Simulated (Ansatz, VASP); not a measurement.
# F: VASP beside Ansatz

Contents of INCAR:

```
SYSTEM = F
  PREC = Accurate
  ENCUT = 910
  EDIFF = 1E-6
  ISMEAR = -1
  SIGMA = 0.05
  LREAL = .FALSE.
  LASPH = .TRUE.
  NELM = 120
  ALGO = Normal
  ISIF = 2
  LWAVE = .FALSE.
  LCHARG = .FALSE.
  GGA = PE
  NBANDS = 22
  GGA_COMPAT = .FALSE.
```

File KPOINTS:

```
Automatic mesh
0
G
  10 10 4
  0 0 0
```

The input POSCAR:

```
F
1.0
    2.5899621037     -1.6048721028      0.0000000000
    2.5899621037      1.6048721028      0.0000000000
   -0.5695076444      0.0000000000      6.6845308146
F
4
Direct
    0.9153359700      0.5958328800      0.0979555000
    0.4041671200      0.0846640300      0.4020445000
    0.0846640300      0.4041671200      0.9020445000
    0.5958328800      0.9153359700      0.5979555000
```

input.yaml

```yaml
crystal:
  lattice:
    - [2.5899621037, -1.6048721028, 0.0]
    - [2.5899621037, 1.6048721028, 0.0]
    - [-0.5695076444, 0.0, 6.6845308146]
  atoms:
    - { symbol: F, position: [0.91533597, 0.59583288, 0.0979555] }
    - { symbol: F, position: [0.40416712, 0.08466403, 0.4020445] }
    - { symbol: F, position: [0.08466403, 0.40416712, 0.9020445] }
    - { symbol: F, position: [0.59583288, 0.91533597, 0.5979555] }
hamiltonian:
  xc: pbe
  pseudopotentials: { kind: paw }
kpoints:
  mp_grid: { grid: [10, 10, 4] }
scf:
  occupations: { method: fermi_dirac, width: 0.05 }
output:
  forces: true
  stress: true
  eigenvalues: true
```

Alike in both runs: task single point; functional PBE; k mesh 10 × 10 × 4; occupations fermi-dirac, width 0.05 eV; no spin polarisation.

|  | VASP | Ansatz |
| --- | --- | --- |
| version | VASP 6.6.1 | Ansatz 0.2.0 |
| potentials or method | VASP PAW PBE potentials, release 64 (F_h) | Ansatz PAW |
| plane-wave cutoff (eV) | 910 | 420 |
| valence electrons in the cell | 28 | 28 |

Ansatz gave:

| Property | Result |
| --- | --- |
| gap on the k mesh at the Fermi level (eV) | 2.56 |
| least direct gap on the mesh (eV) | 2.56 |
| rms of the force components (eV/Å) | 0.263 |

Task: Estimate VASP's values.

Result: gap on the k mesh at the Fermi level (eV): 2.56; least direct gap on the mesh (eV): 2.56; rms of the force components (eV/Å): 0.253.

Atom by atom the forces differ by 0.010 eV/Å (rms over components). The functional is the same, so the differences come from potentials, cutoffs and numerics.

Noted on VASP's run: the cutoff is short for stress, so the pressure is rough. Noted on Ansatz's run: Pulay correction over one GPa.
